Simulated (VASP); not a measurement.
# RbMg6Sn in VASP: notebook

RbMg6Sn is run at these levels: PBE; tasks: single point.

Program: VASP 6.6.1. These are calculated values, not measurements. Logs are shortened: lines on timing, memory, paths and dates and some standing lists are left out, and cuts for length are marked.

## (1) The cell of the first run

It takes space group Amm2 (No. 38, orthorhombic). The conventional cell has a = 5.224 Å, b = 7.053 Å, c = 12.196 Å, α = 90.00°, β = 90.00°, γ = 90.00°. Sn (site symmetry mm2) has 10 Mg at 3.08 to 3.97 Å and 2 Rb at 3.47 Å within 4.1 Å. Rb (site symmetry mm2) has 2 Sn at 3.47 Å and 10 Mg at 3.48 to 3.54 Å within 4.6 Å. Within 4.2 Å of Mg (site symmetry mm2) lie 10 Mg at 3.21 to 3.63 Å and 2 Rb at 3.53 Å. Within 4.2 Å of Mg (site symmetry m) lie 2 Sn at 3.22 Å and 8 Mg at 3.23 to 3.65 Å and 2 Rb at 3.51 to 3.54 Å. Within 4.4 Å of Mg (site symmetry mm2) lie 10 Mg at 3.34 to 3.56 Å and 2 Sn at 3.54 Å. Mg (site symmetry m) has 8 Mg at 3.05 to 4.00 Å and 2 Sn at 3.08 to 3.97 Å and 2 Rb at 3.48 Å within 4.1 Å.

## (2) Single point, PBE

Input file INCAR:

```
PREC     = Accurate       # precision mode
ENCUT    = 520            # plane-wave cutoff, eV
EDIFF    = 1E-6           # SCF threshold, eV
ISMEAR   = -1             # smearing method
SIGMA    = 0.05           # smearing width, eV
LREAL    = False          # projectors in reciprocal space
LASPH    = True           # aspherical terms in the spheres
NELM     = 100            # most SCF steps
ALGO     = Fast           # electronic algorithm
ISIF     = 2              # what is computed and relaxed
LWAVE    = False          # write WAVECAR
LCHARG   = False          # write CHGCAR
GGA      = PE             # functional
NBANDS   = 28             # bands
```

Input file KPOINTS:

```
regular mesh
0
Gamma
  5 5 5
```

Input file POSCAR:

```
RbMg6Sn
1.0
    5.2243710000      0.0000000000      0.0000000000
    0.0000000000      3.5267185000      6.0981730000
    0.0000000000     -3.5267185000      6.0981730000
Sn Rb Mg
1 1 6
Direct
    0.0000000000      0.8542230000      0.8542230000
    0.5000000000      0.6675080000      0.6675080000
    0.5000000000      0.1613810000      0.1613810000
    0.5000000000      0.6771230000      0.1603050000
    0.5000000000      0.1603050000      0.6771230000
    0.0000000000      0.3324390000      0.3324390000
    0.0000000000      0.8570810000      0.2899410000
    0.0000000000      0.2899410000      0.8570810000
```

Potentials or basis: VASP PAW PBE potentials, release 64 (Sn_d, Rb_sv, Mg).

Started as:

```sh
cat potpaw_PBE.64/Sn_d/POTCAR potpaw_PBE.64/Rb_sv/POTCAR potpaw_PBE.64/Mg/POTCAR > POTCAR
mpirun -np 1 vasp_std > vasp.out
```

OUTCAR:

```text
PREC = Accurate
   ENCUT = 520
   EDIFF = 1E-6
   ISMEAR = -1
   LREAL = False
   LASPH = True
   NELM = 100
   ISIF = 2
   GGA = PE

 ion  position               nearest neighbor table
   1  0.000  0.854  0.854-   7 3.08   8 3.08   4 3.22   5 3.22   4 3.22   5 3.22   2 3.47   2 3.47
                             6 3.54   6 3.54
   2  0.500  0.668  0.668-   1 3.47   1 3.47   8 3.48   7 3.48   7 3.48   8 3.48   5 3.51   4 3.51
                             3 3.53   3 3.53   5 3.54   4 3.54
   3  0.500  0.161  0.161-   7 3.21   8 3.21   7 3.21   8 3.21   6 3.34   6 3.34   4 3.42   5 3.42
                             2 3.53   2 3.53   4 3.63   5 3.63
   4  0.500  0.677  0.160-   1 3.22   1 3.22   7 3.23   7 3.23   6 3.35   6 3.35   5 3.41   3 3.42
                             2 3.51   2 3.54   3 3.63   5 3.65
   5  0.500  0.160  0.677-   1 3.22   1 3.22   8 3.23   8 3.23   6 3.35   6 3.35   4 3.41   3 3.42
                             2 3.51   2 3.54   3 3.63   4 3.65
   6  0.000  0.332  0.332-   3 3.34   3 3.34   5 3.35   4 3.35   4 3.35   5 3.35   8 3.51   7 3.51
                             1 3.54   1 3.54   7 3.56   8 3.56
   7  0.000  0.857  0.290-   8 3.05   1 3.08   3 3.21   3 3.21   4 3.23   4 3.23   2 3.48   2 3.48
                             6 3.51   6 3.56
   8  0.000  0.290  0.857-   7 3.05   1 3.08   3 3.21   3 3.21   5 3.23   5 3.23   2 3.48   2 3.48
                             6 3.51   6 3.56

  LATTYP: Found a base centered orthorhombic cell.
 ALAT       =     7.0534370000
 B/A-ratio  =     1.7291351720
 C/A-ratio  =     0.7406844351

  Lattice vectors:

 A1 = (   0.0000000000,   3.5267185000,  -6.0981730000)
 A2 = (   0.0000000000,   3.5267185000,   6.0981730000)
 A3 = (   5.2243710000,   0.0000000000,   0.0000000000)

Analysis of symmetry for initial positions (statically):
=====================================================================
 Subroutine PRICEL returns:
 Original cell was already a primitive cell.

 Routine SETGRP: Setting up the symmetry group for a
 base centered orthorhombic supercell.

 Subroutine GETGRP returns: Found  4 space group operations
 (whereof  4 operations were pure point group operations)
 out of a pool of  8 trial point group operations.

The static configuration has the point symmetry C_2v.

Analysis of symmetry for dynamics (positions and initial velocities):
=====================================================================
 Subroutine PRICEL returns:
 Original cell was already a primitive cell.

 Routine SETGRP: Setting up the symmetry group for a
 base centered orthorhombic supercell.

 Subroutine GETGRP returns: Found  4 space group operations
 (whereof  4 operations were pure point group operations)
 out of a pool of  8 trial point group operations.

The dynamic configuration has the point symmetry C_2v.

 Subroutine INISYM returns: Found  4 space group operations
 (whereof  4 operations are pure point group operations),
 and found     1 'primitive' translations

----------------------------------------------------------------------------------------

                                     Primitive cell

  volume of cell :     224.7163

  direct lattice vectors                    reciprocal lattice vectors
     5.224371000  0.000000000  0.000000000     0.191410602  0.000000000  0.000000000
     0.000000000  3.526718500  6.098173000     0.000000000  0.141774854  0.081991770
     0.000000000 -3.526718500  6.098173000     0.000000000 -0.141774854  0.081991770

  length of vectors
     5.224371000  7.044533861  7.044533861     0.191410602  0.163776554  0.163776554

  position of ions in fractional coordinates (direct lattice)
     0.000000000  0.854223000  0.854223000
     0.500000000  0.667508000  0.667508000
     0.500000000  0.161381000  0.161381000
     0.500000000  0.677123000  0.160305000
     0.500000000  0.160305000  0.677123000
     0.000000000  0.332439000  0.332439000
     0.000000000  0.857081000  0.289941000
     0.000000000  0.289941000  0.857081000

  ion indices of the primitive-cell ions
   primitive index   ion index
                 1           1
                 2           2
                 3           3
                 4           4
                 5           5
                 6           6
                 7           7
                 8           8

----------------------------------------------------------------------------------------

 KPOINTS: regular mesh

Automatic generation of k-mesh.
 Grid dimensions read from file:
 generate k-points for:    5    5    5

 Generating k-lattice:

  Cartesian coordinates                     Fractional coordinates (reciprocal lattice)
     0.038282120  0.000000000  0.000000000     0.200000000  0.000000000  0.000000000
     0.000000000  0.028354971  0.016398354     0.000000000  0.200000000  0.000000000
     0.000000000 -0.028354971  0.016398354     0.000000000  0.000000000  0.200000000

  Length of vectors
     0.038282120  0.032755311  0.032755311

  Shift w.r.t. Gamma in fractional coordinates (k-lattice)
     0.000000000  0.000000000  0.000000000

 Subroutine IBZKPT returns following result:
 ===========================================

 Found     27 irreducible k-points:

 Following reciprocal coordinates:
            Coordinates               Weight
  0.000000  0.000000  0.000000      1.000000
  0.200000  0.000000  0.000000      2.000000
  0.400000  0.000000  0.000000      2.000000
  0.000000  0.200000  0.000000      4.000000
  0.200000  0.200000  0.000000      8.000000
  0.400000  0.200000  0.000000      8.000000
[... 16 lines left out ...]
  0.200000  0.400000  0.400000      4.000000
  0.400000  0.400000  0.400000      4.000000
 [... further k-points ...]
   k-points           NKPTS =     27   k-points in BZ     NKDIM =     27   number of bands    NBANDS=     28
   number of dos      NEDOS =    301   number of ions     NIONS =      8
   total plane-waves  NPLWV = 116640
   dimension x,y,z NGX =    40 NGY =   54 NGZ =   54
   dimension x,y,z NGXF=    80 NGYF=  108 NGZF=  108
   ions per type =               1   1   6
   NGX,Y,Z   is equivalent  to a cutoff of  12.73, 12.74, 12.74 a.u.
   NGXF,Y,Z  is equivalent  to a cutoff of  25.46, 25.49, 25.49 a.u.
 SYSTEM =  unknown system
   PREC   = accura    normal or accurate (medium, high low for compatibility)
   ISTART =      0    job   : 0-new  1-cont  2-samecut
   ICHARG =      2    charge: 1-file 2-atom 10-const
   ISPIN  =      1    spin polarized calculation?
   LNONCOLLINEAR =      F non collinear calculations
   LSORBIT =      F    spin-orbit coupling
   LASPH  =      T    aspherical Exc in radial PAW
   ENCUT  =  520.0 eV  38.22 Ry    6.18 a.u.   9.71 13.10 13.10*2*pi/ulx,y,z
   NELM   =    100;   NELMIN=  2; NELMDL= -5     # of ELM steps
   EDIFF  = 0.1E-05   stopping-criterion for ELM
   LREAL  =      F    real-space projection
   EDIFFG = 0.1E-04   stopping-criterion for IOM
   NSW    =      0    number of steps for IOM
   IBRION =     -1    ionic relax: 0-MD 1-quasi-New 2-CG
   NFREE  =      0    steps in history (QN), initial steepest desc. (CG)
   ISIF   =      2    stress and relaxation
   ISYM   =      2    0-nonsym 1-usesym 2-fastsym
   POTIM  = 0.5000    time-step for ionic-motion
   TEBEG  =    0.0;   TEEND  =   0.0 temperature during run
   PSTRESS=    0.0 pullay stress
   NELECT =      35.0000    total number of electrons
   NUPDOWN=      -1.0000    fix difference up-down
   EMIN   =  10.00;   EMAX   =-10.00  energy-range for DOS
   EFERMI =   0.00;   METHOD = LEGACY
   ISMEAR =    -1;   SIGMA  =   0.05  broadening in eV -4-tet -1-fermi 0-gaus
   EFERMI_NEDOS =   21; number of points for ismear=-14 and -15
   IALGO  =     68    algorithm
   IMIX   =      4    mixing-type and parameters
     AMIX     =   0.40;   BMIX     =  1.00
     AMIX_MAG =   1.60;   BMIX_MAG =  1.00
  volume/ion in A,a.u.               =      28.09       189.56
  Fermi-wavevector in a.u.,A,eV,Ry     =   0.880818  1.664504 10.555940  0.775840
  Thomas-Fermi vector in A             =   2.001229
   LORBIT       =      0    0 simple, 1 ext, 2 COOP (PROOUT), +10 PAW based schemes
   GGA     = PE    functional components
   LHFCALC =     F    Hartree Fock is set to
   AEXX    =    0.0000 exact exchange contribution
   IVDW    =     0    specifies the selected vdW correction
   LEPSILON=     F    determine dielectric tensor
   LRPA    =     F    only Hartree local field effects (RPA)
 non-spin polarized calculation
 RMM-DIIS sequential band-by-band and
  energy-cutoff  :      520.00
  volume of cell :      224.72
 maximum number of plane-waves:      6071
 NGX is ok and might be reduce to    40
   NGX = 19   NGY = 27   NGZ = 27

 number of electron      34.9999995 magnetization

 Free energy of the ion-electron system (eV)
  ---------------------------------------------------
  ext. energy  EPLUGINS =         0.00000000
  ---------------------------------------------------
  free energy    TOTEN  =       -12.51746198 eV

  energy without entropy =      -12.46495168  energy(sigma->0) =      -12.49120683

 E-fermi :   2.6084     XC(G=0):  -8.3214

 val. band max:        2.6045323579   @ k =   0.2000   0.2000   0.0000
 cond. band min:       2.6163759742   @ k =   0.4000  -0.2000   0.2000
 fundamental gap:      0.0118436163
 Fermi energy:         2.6083857272

 k-point     1 :       0.0000    0.0000    0.0000
  band No.  band energies     occupation
      1     -24.7631      2.00000
      2     -18.4693      2.00000
      3     -18.4674      2.00000
      4     -18.4597      2.00000
      5     -18.4549      2.00000
      6     -18.4539      2.00000
[... 20 lines left out ...]
     27       5.7351      0.00000
     28       6.3231      0.00000

 k-point     2 :       0.2000    0.0000    0.0000
  band No.  band energies     occupation
      1     -24.7627      2.00000
      2     -18.4693      2.00000
      3     -18.4675      2.00000
      4     -18.4599      2.00000
      5     -18.4547      2.00000
      6     -18.4533      2.00000
[... 674 lines left out ...]
 k-point    24 :       0.4000    0.4000    0.4000
  band No.  band energies     occupation
      1     -24.7619      2.00000
      2     -18.4692      2.00000
      3     -18.4676      2.00000
      4     -18.4602      2.00000
      5     -18.4544      2.00000
      6     -18.4523      2.00000
[... 20 lines left out ...]
     27       6.9471      0.00000
     28       7.2364      0.00000

 [... further k-points ...]

------------------------ aborting loop because EDIFF is reached ----------------------------------------

  FORCE on cell =-STRESS in cart. coord.  units (eV):
  Direction    XX          YY          ZZ          XY          YZ          ZX
  --------------------------------------------------------------------------------------
  -------------------------------------------------------------------------------------
  Total       -0.8675459      0.2089593     -0.0013147      0.0000000      0.0000000      0.0000000
  in kB       -6.1854105      1.4898336     -0.0093737      0.0000000      0.0000000      0.0000000
  external PRESSURE =      -1.5683168 kB  Pullay stress =       0.0000000 kB

 VOLUME and BASIS-vectors are now :
 -----------------------------------------------------------------------------
  energy-cutoff  :      520.00
  volume of cell :      224.72
      direct lattice vectors                 reciprocal lattice vectors
     5.224371000  0.000000000  0.000000000     0.191410602  0.000000000  0.000000000
     0.000000000  3.526718500  6.098173000     0.000000000  0.141774854  0.081991770
     0.000000000 -3.526718500  6.098173000     0.000000000 -0.141774854  0.081991770

 POSITION                                       TOTAL-FORCE (eV/Angst)
 -----------------------------------------------------------------------------------
      0.00000      0.00000     10.41840         0.000000      0.000000      0.035529
      2.61219      0.00000      8.14116         0.000000      0.000000      0.037389
      2.61219      0.00000      1.96826         0.000000      0.000000     -0.011337
      2.61219      1.82267      5.10678         0.000000      0.022075      0.022237
      2.61219     -1.82267      5.10678         0.000000     -0.022075      0.022237
      0.00000      0.00000      4.05454         0.000000      0.000000     -0.027767
      0.00000      2.00014      6.99474         0.000000      0.011057     -0.039144
      0.00000     -2.00014      6.99474         0.000000     -0.011057     -0.039144
 -----------------------------------------------------------------------------------
    total drift:                                0.000000     -0.000000      0.001059

  FREE ENERGIE OF THE ION-ELECTRON SYSTEM (eV)
  ---------------------------------------------------
  free  energy   TOTEN  =       -12.5174619770 eV

  energy  without entropy=      -12.4649516835  energy(sigma->0) =      -12.49120683
```

It took 2.9 min on 1 thread of Intel Xeon Platinum 8488C (Sapphire Rapids), shared host; peak memory 0.45 GiB.

What came out:

```yaml
Free_energy: -12.5175 eV
Pressure: -0.2 GPa
Largest_force: 0.041 eV/Å
Band_gap_on_the_k_mesh: zero (an odd number of electrons rules out a gap without spin polarisation)
```

Forces on the atoms (eV/Å):
```
Sn   0.000  0.000  0.036
Rb   0.000  0.000  0.037
Mg   0.000  0.000 -0.011
Mg   0.000  0.022  0.022
Mg   0.000 -0.022  0.022
Mg   0.000  0.000 -0.028
Mg   0.000  0.011 -0.039
Mg   0.000 -0.011 -0.039
```

Levels at points of the mesh, in eV from the Fermi level:
| k point | band 14 | band 15 | band 16 | band 17 | band 18 | band 19 | band 20 | band 21 |
| --- | --- | --- | --- | --- | --- | --- | --- | --- |
| (0.00, 0.00, 0.00) | -2.09 | -1.45 | -1.27 | -1.12 | -0.41 | 0.91 | 2.04 | 2.29 |

Caveat: spin-orbit coupling is left out, which moves the levels of the heavy elements.

[end of part 1 of 2]
